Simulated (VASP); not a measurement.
Input of a VASP 6.6.1 run:

The input INCAR:

```
SYSTEM = Cu
  ALGO = Fast
  EDIFF = 1E-6
  ENCUT = 520
  GGA = PS
  ISIF = 2
  ISMEAR = 0
  LASPH = .TRUE.
  LCHARG = .FALSE.
  LREAL = .FALSE.
  LWAVE = .FALSE.
  NBANDS = 30
  NELM = 100
  PREC = Accurate
  SIGMA = 0.15
```

File KPOINTS:

```
k-points
0
G
  24 24 6
  0 0 0
```

POSCAR

```
Cu
1.0
    2.5197984285      0.0000000000      0.0000000000
   -1.2598992143      2.3458751603      0.0000000000
    0.0000000000      0.0000000000      8.2352547795
Cu
4
Direct
    0.0000000000      0.0000000000      0.0000000000
    0.3333333333      0.6666666667      0.2500000000
    0.0000000000      0.0000000000      0.5000000000
    0.6666666667      0.3333333333      0.7500000000
```

Potentials or basis: VASP PAW PBE potentials, release 64 (Cu).

Run with:

```bash
$ cat potpaw_PBE.64/Cu/POTCAR > POTCAR
$ mpirun -np 1 vasp_std > vasp.out
```

(1) What does it give for the pressure?

(2) What does it give for the band gap on the k mesh?

(3) What does it give for the largest force?

Answers

(1) -8.2 GPa.

(2) zero (band 22 reaches 10.19 eV, above the bottom of band 23 at 5.34 eV).

(3) 0.127 eV/Å.

Caveat: the cell differs from its parent crystal (strain +0.0750 x Voigt [0, 1, 0, 0, 0, 0]); the PAW data sets were made with another functional, which shifts forces and pressure a little.
